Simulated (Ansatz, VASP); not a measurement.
# ScSiS3 in VASP and in Ansatz

```xyz
5
Lattice="3.6997 0.0000 0.0000 0.0000 3.6997 0.0000 0.0000 0.0000 7.5251" Properties=species:S:1:pos:R:3 pbc="T T T"
Sc    1.8498    1.8498    3.7625
Si    0.0000    0.0000    3.7625
S     0.0000    0.0000    0.0000
S     1.8498    1.8498    6.2198
S     1.8498    1.8498    1.3053
```

Alike in both runs: task relaxation of cell and atoms; functional PBE; k mesh 6 × 6 × 2; occupations gaussian, width 0.1 eV; no spin polarisation.

|  | VASP | Ansatz |
| --- | --- | --- |
| version | VASP 6.6.1 | Ansatz 0.2.0 |
| potentials or method | VASP PAW PBE potentials, release 64 (Sc_sv, Si, S), cutoff 600 eV | scalar-relativistic, plane waves, PAW |
| valence electrons in the cell | 33 | 33 |

|  | VASP | Ansatz | Ansatz less VASP |
| --- | --- | --- | --- |
| gap on the k mesh at the Fermi level, each at its own relaxed structure (eV) | none | none | - |
| relaxed volume (Å³/atom) | 20.71 | 20.64 | -0.078 |
| relaxed cell length with the largest relative difference (Å) | 7.457 | 7.443 | -0.0141 |

A gap of «none» marks a metal or a gap that the smearing closes.

The k mesh is coarse, so the values compare programs but aren't converged.
